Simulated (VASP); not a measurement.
# HW8C8 in VASP: a series of runs, part 2 of 2

VASP 6.6.1. The steps go on from the part before.

## 3. Single point, PBE

File INCAR:

```
PREC = Accurate
ENCUT = 520
EDIFF = 1E-7
ISMEAR = -1
SIGMA = 0.05
LREAL = Auto
LASPH = True
NELM = 60
ALGO = Normal
ISIF = 2
LWAVE = False
LCHARG = True
GGA = PE
LELF = True
LVHAR = True
NBANDS = 86
```

File KPOINTS:

```
regular mesh
0
Gamma
  2 2 1
```

File POSCAR:

```
HW8C8
1.0
    5.7958000000      0.0000000000      0.0000000000
    0.0000000000      5.6578000000      0.0000000000
    0.0000000000      0.0000000000     17.1827580000
W C H
8 8 1
Direct
    0.0000000000      0.0000000000      0.0581978749
    0.2559957210     -0.0069284881      0.1978145767
    0.0000000000      0.5000000000      0.0581978749
    0.2588943718      0.4920463785      0.1987341031
    0.5000000000      0.0000000000      0.0581978749
    0.7552710584     -0.0020502669      0.2067479505
    0.5000000000      0.5000000000      0.0581978749
    0.7455398737      0.4819187670      0.2022434350
   -0.0017598951      0.2693803245      0.1574485307
    0.3509782946      0.2798614302      0.2947256779
    0.0084371441      0.7477111245      0.1417642034
    0.0356292488      0.7438933861      0.2592831721
    0.4999309845      0.2525363215      0.1440339205
    0.5248628317      0.1364311216      0.2886440000
    0.5130094206      0.7512637421      0.1519837502
    0.8246661375      0.7265191417      0.2964425152
   -0.2211083888      0.7527307434      0.3586851424
```

Potentials or basis: VASP PAW PBE potentials, release 64 (W_sv, C, H).

Command:

```
> cat potpaw_PBE.64/W_sv/POTCAR potpaw_PBE.64/C/POTCAR potpaw_PBE.64/H/POTCAR > POTCAR
> mpirun -np 1 vasp_std > vasp.out
```

OUTCAR:

```text
PREC = Accurate
   ENCUT = 520
   EDIFF = 1E-7
   ISMEAR = -1
   LREAL = Auto
   LASPH = True
   NELM = 60
   ISIF = 2
   GGA = PE

 ion  position               nearest neighbor table
   1  0.000  0.000  0.058-  11 2.03   9 2.29   2 2.82   3 2.83   3 2.83   5 2.90   5 2.90   6 2.92

   2  0.256  0.993  0.198-  15 2.17  12 2.18  11 2.22  13 2.24   9 2.27  14 2.35  10 2.39   5 2.79
                             1 2.82   4 2.82   4 2.83   6 2.90   6 2.91
[... 578 lines left out ...]
  Total       -4.6387255     -0.2100682     -3.4833937     -3.5541974      1.5127211     -0.4661206
  in kB      -13.1903222     -0.5973337     -9.9051097    -10.1064418      4.3014570     -1.3254246
  external PRESSURE =      -7.8975885 kB  Pullay stress =       0.0000000 kB

 VOLUME and BASIS-vectors are now :
 -----------------------------------------------------------------------------
  energy-cutoff  :      520.00
  volume of cell :      563.45
      direct lattice vectors                 reciprocal lattice vectors
     5.795800000  0.000000000  0.000000000     0.172538735  0.000000000  0.000000000
     0.000000000  5.657800000  0.000000000     0.000000000  0.176747146  0.000000000
     0.000000000  0.000000000 17.182758000     0.000000000  0.000000000  0.058197875

 POSITION                                       TOTAL-FORCE (eV/Angst)
 -----------------------------------------------------------------------------------
      0.00000      0.00000      1.00000         0.048187      0.685050      0.368606
      1.48370      5.61860      3.39900         0.547530      0.563120      0.102015
      0.00000      2.82890      1.00000        -0.302512     -0.742945     -0.059067
      1.50050      2.78390      3.41480        -0.294540      1.635665     -0.183046
      2.89790      0.00000      1.00000         0.376493      0.095346      0.404189
      4.37740      5.64620      3.55250        -0.241621     -0.518819     -0.617671
[... 9 lines left out ...]
      4.77960      4.11050      5.09370        -0.762701      0.036556      0.412953
      4.51430      4.25880      6.16320         0.145770     -0.225688     -0.737551
 -----------------------------------------------------------------------------------
    total drift:                               -0.001137      0.013497     -0.002652

  FREE ENERGIE OF THE ION-ELECTRON SYSTEM (eV)
  ---------------------------------------------------
  free  energy   TOTEN  =      -163.9562158784 eV

  energy  without entropy=     -163.8412244463  energy(sigma->0) =     -163.89872016
```

OSZICAR:

```text
N       E                     dE             d eps       ncg     rms          rms(c)
DAV:   1     0.164245083315E+04    0.16425E+04   -0.84027E+04   816   0.154E+03
DAV:   2    -0.770106192856E+02   -0.17195E+04   -0.16863E+04   806   0.455E+02
DAV:   3    -0.183684284775E+03   -0.10667E+03   -0.10372E+03   832   0.109E+02
[... 25 lines left out ...]
DAV:  29    -0.163956214296E+03   -0.54636E-05   -0.28837E-07   562   0.100E-03    0.333E-04
DAV:  30    -0.163956215307E+03   -0.10113E-05   -0.47699E-08   496   0.503E-04    0.249E-04
DAV:  31    -0.163956215703E+03   -0.39646E-06   -0.36537E-08   452   0.424E-04    0.802E-05
DAV:  32    -0.163956215840E+03   -0.13616E-06   -0.12562E-08   450   0.271E-04    0.553E-05
DAV:  33    -0.163956215878E+03   -0.38810E-07   -0.39029E-10   398   0.159E-04
   1 F= -.16395622E+03 E0= -.16389872E+03  d E =-.114991E+00
```

Wall time 5 min (1 thread of Intel Xeon 6975P-C (Granite Rapids), shared host); peak memory 0.59 GiB.

What came out:

| Item | Value |
| --- | --- |
| Free energy | -163.9562 eV |
| Largest force | 2.673 eV/Å |
| Band gap on the k mesh | zero (an odd number of electrons rules out a gap without spin polarisation) |

Forces on the atoms (eV/Å):
```
W    0.048  0.685  0.369
W    0.548  0.563  0.102
W   -0.303 -0.743 -0.059
W   -0.295  1.636 -0.183
W    0.376  0.095  0.404
W   -0.242 -0.519 -0.618
W    0.154  0.349  0.215
W   -0.416  0.820  0.653
C    0.202 -2.325 -1.303
C    0.055 -0.212  0.006
C   -0.271  0.012  0.798
C    0.261  0.236  0.360
C    0.391 -0.623  0.270
C    0.482  0.451 -0.251
C   -0.375 -0.236 -0.438
C   -0.763  0.037  0.413
H    0.146 -0.226 -0.738
```

Levels at points of the mesh, in eV from the Fermi level:
| k point | band 68 | band 69 | band 70 | band 71 | band 72 | band 73 | band 74 | band 75 | band 76 | band 77 |
| --- | --- | --- | --- | --- | --- | --- | --- | --- | --- | --- |
| (0.00, 0.00, 0.00) | -0.65 | -0.40 | -0.32 | -0.11 | 0.13 | 0.39 | 0.64 | 0.79 | 1.24 | 1.48 |
| (0.50, 0.00, 0.00) | -1.06 | -0.99 | -0.41 | -0.13 | -0.08 | -0.04 | 0.09 | 0.42 | 0.82 | 1.10 |
| (0.00, 0.50, 0.00) | -1.41 | -1.15 | -0.57 | -0.44 | -0.07 | 0.02 | 0.21 | 0.62 | 0.74 | 0.87 |
| (0.50, 0.50, 0.00) | -1.36 | -1.06 | -0.82 | -0.63 | -0.40 | -0.26 | -0.11 | 0.03 | 0.46 | 0.57 |

Caveat: the k points lie up to 0.56 Å⁻¹ apart, too coarse for converged energies and pressures of a metal; there is no dipole correction, which matters where the two faces differ; spin-orbit coupling is left out, which moves the levels of the heavy elements.

## 4. Single point, PBE

File INCAR:

```
SYSTEM = HW8C8
PREC = Accurate
ENCUT = 520
EDIFF = 1E-6
ISMEAR = -1
SIGMA = 0.05
LREAL = Auto
LASPH = .True.
NELM = 80
ALGO = Normal
ISIF = 2
LWAVE = .False.
LCHARG = .False.
GGA = PE
NBANDS = 86
```

File KPOINTS:

```
Automatic mesh
0
Gamma
  2 2 1
  0 0 0
```

File POSCAR:

```
HW8C8
1.0
    5.7958000000      0.0000000000      0.0000000000
    0.0000000000      5.6578000000      0.0000000000
    0.0000000000      0.0000000000     17.1827580000
W C H
8 8 1
Direct
    0.0000000000      0.0000000000      0.0581978749
    0.2501121502      0.0076708261      0.2029650886
    0.0000000000      0.5000000000      0.0581978749
    0.2697470582      0.5054084627      0.1989668946
    0.5000000000      0.0000000000      0.0581978749
    0.7533213706     -0.0136448796      0.1996536295
    0.5000000000      0.5000000000      0.0581978749
    0.7436937092      0.4814062003      0.2027264773
    0.0011387557      0.2648555976      0.1571459017
    0.3994271714      0.3089363357      0.2943066532
    0.0091272991      0.7332708827      0.1517160400
    0.0342144311      0.7427445297      0.2642707300
    0.4922875185      0.2558768426      0.1430212775
    0.5801442424      0.1754745661      0.2794021775
    0.4889057593      0.7590582912      0.1534736158
    0.8014079161      0.7245749231      0.2954240524
   -0.2456088892      0.7329527378      0.3552747469
```

Command:

```
> cat potpaw_PBE.64/W_sv/POTCAR potpaw_PBE.64/C/POTCAR potpaw_PBE.64/H/POTCAR > POTCAR
> mpirun -np 1 vasp_std > vasp.out
```

Run time: 4.3 min. Hardware: 1 thread of Intel Xeon 6975P-C (Granite Rapids), shared host; peak memory 0.59 GiB.

The run converged. Its results:

```yaml
Free_energy: -163.7897 eV
Largest_force: 2.383 eV/Å
Band_gap_on_the_k_mesh: zero (an odd number of electrons rules out a gap without spin polarisation)
```

Forces on the atoms (eV/Å):
```
W    0.162  0.015  1.207
W    0.940 -0.256 -0.562
W   -0.207 -0.374  0.701
W   -2.051 -0.410  1.052
W    0.099 -0.055  0.321
W    0.124  0.169  0.760
W    0.031  0.970 -0.162
W   -0.470  0.340  0.330
C    0.406 -1.593 -1.102
C    0.542  0.200 -0.195
C   -0.491  1.485 -1.116
C   -1.007  0.301  0.076
C    0.681 -0.894  0.001
C   -1.034  0.022  0.917
C    1.001 -0.165 -1.177
C    1.562  0.134 -1.796
H   -0.289  0.112  0.745
```

Levels at points of the mesh, in eV from the Fermi level:
| k point | band 71 | band 72 | band 73 | band 74 | band 75 | band 76 |
| --- | --- | --- | --- | --- | --- | --- |
| (0.00, 0.00, 0.00) | -0.07 | 0.14 | 0.33 | 0.69 | 0.86 | 1.33 |
| (0.50, 0.00, 0.00) | -0.16 | -0.09 | -0.05 | 0.06 | 0.50 | 0.83 |
| (0.00, 0.50, 0.00) | -0.36 | -0.13 | -0.01 | 0.14 | 0.50 | 0.83 |
| (0.50, 0.50, 0.00) | -0.49 | -0.38 | -0.20 | -0.07 | 0.16 | 0.47 |

Caveat: the k points lie up to 0.56 Å⁻¹ apart, too coarse for converged energies and pressures of a metal; there is no dipole correction, which matters where the two faces differ; spin-orbit coupling is left out, which moves the levels of the heavy elements.

## 5. Single point, PBE

File INCAR:

```
SYSTEM = HW8C8
ALGO = Normal ; EDIFF = 1E-6
ENCUT = 520 ; GGA = PE
ISIF = 2 ; ISMEAR = -1
LASPH = .TRUE. ; LCHARG = .FALSE.
LREAL = Auto ; LWAVE = .FALSE.
NBANDS = 86 ; NELM = 60
PREC = Accurate ; SIGMA = 0.05
```

File KPOINTS:

```
k-points
0
G
  2 2 1
  0 0 0
```

File POSCAR:

```
HW8C8
1.0
    5.7958000000      0.0000000000      0.0000000000
    0.0000000000      5.6578000000      0.0000000000
    0.0000000000      0.0000000000     17.1827580000
W C H
8 8 1
Direct
    0.0000000000      0.0000000000      0.0581978749
    0.2692639498     -0.0155360741      0.1886775103
    0.0000000000      0.5000000000      0.0581978749
    0.2574968080      0.4905970519      0.1964760256
    0.5000000000      0.0000000000      0.0581978749
    0.7470409607     -0.0078122238      0.2027904950
    0.5000000000      0.5000000000      0.0581978749
    0.7911591152      0.4747074835      0.1990600112
    0.0287449532      0.2291880236      0.1414150161
    0.3151419994      0.2176464350      0.2899127137
    0.0179785362      0.7616918237      0.1384411047
    0.0705683426      0.7748418113      0.2623152814
    0.4899409918      0.2484004383      0.1422647051
    0.5247420546      0.1515783520      0.2759917820
    0.5128541358      0.7289229029      0.1479739166
    0.8356396011      0.7001131182      0.2895868056
   -0.2197453328      0.6932199795      0.3475635285
```

Command:

```
> cat potpaw_PBE.64/W_sv/POTCAR potpaw_PBE.64/C/POTCAR potpaw_PBE.64/H/POTCAR > POTCAR
> mpirun -np 1 vasp_std > vasp.out
```

Wall time 3.8 min (1 thread of Intel Xeon 6975P-C (Granite Rapids), shared host); peak memory 0.6 GiB.

It converged, with:

```yaml
Free_energy: -162.3496 eV
Largest_force: 3.855 eV/Å
Band_gap_on_the_k_mesh: zero (an odd number of electrons rules out a gap without spin polarisation)
```

Forces in eV/Å, atoms in the order of the input:
```
W   -0.515 -0.402 -3.799
W   -0.286  0.255  3.148
W    0.166 -0.651 -0.537
W    0.689 -0.166  0.695
W    1.438 -0.617 -1.813
W    2.416 -0.532 -0.840
W    0.774 -0.245 -0.962
W   -3.455 -0.214 -1.433
C   -1.185  1.702  1.963
C   -0.898  1.604  0.284
C   -0.599 -2.557  1.133
C   -3.402 -0.827  0.643
C    2.258  0.339 -0.199
C    0.435 -0.063  0.852
C    0.269  0.574  0.605
C    2.316  1.776 -1.340
H   -0.421  0.027  1.601
```

Levels at points of the mesh, in eV from the Fermi level:
| k point | band 69 | band 70 | band 71 | band 72 | band 73 | band 74 | band 75 | band 76 |
| --- | --- | --- | --- | --- | --- | --- | --- | --- |
| (0.00, 0.00, 0.00) | -0.49 | -0.44 | -0.29 | -0.10 | 0.40 | 0.51 | 0.99 | 1.10 |
| (0.50, 0.00, 0.00) | -0.71 | -0.52 | -0.16 | -0.14 | -0.01 | 0.11 | 0.41 | 0.87 |
| (0.00, 0.50, 0.00) | -1.12 | -0.76 | -0.56 | -0.02 | 0.05 | 0.43 | 0.57 | 0.76 |
| (0.50, 0.50, 0.00) | -1.17 | -0.92 | -0.69 | -0.42 | -0.32 | -0.02 | 0.14 | 0.30 |

Caveat: the k points lie up to 0.56 Å⁻¹ apart, too coarse for converged energies and pressures of a metal; the atoms stand as in a frame of molecular dynamics; there is no dipole correction, which matters where the two faces differ; spin-orbit coupling is left out, which moves the levels of the heavy elements.

## 6. The runs side by side

```tsv
cell	gap on the mesh (eV)	largest force (eV/Å)
as given, atomic positions A	none	2.86
as given, atomic positions B	none	2.67
as given, atomic positions C	none	2.38
as given, atomic positions D	none	3.85
```

Alike in all rows: task single point; level PBE; potentials or basis VASP PAW PBE potentials, release 64 (W_sv, C, H); no spin polarisation; k mesh 2 × 2 × 1; cutoff (eV) 520; smearing fermi-dirac 0.05 eV.

Caveats: all runs use coarse meshes; there is no dipole correction, which matters where the two faces differ; spin-orbit coupling is left out, which moves the levels of the heavy elements; the atoms stand as in a frame of molecular dynamics (at least some runs).

Total energies depend on the potentials used, so only differences within one code and one set of settings carry meaning.
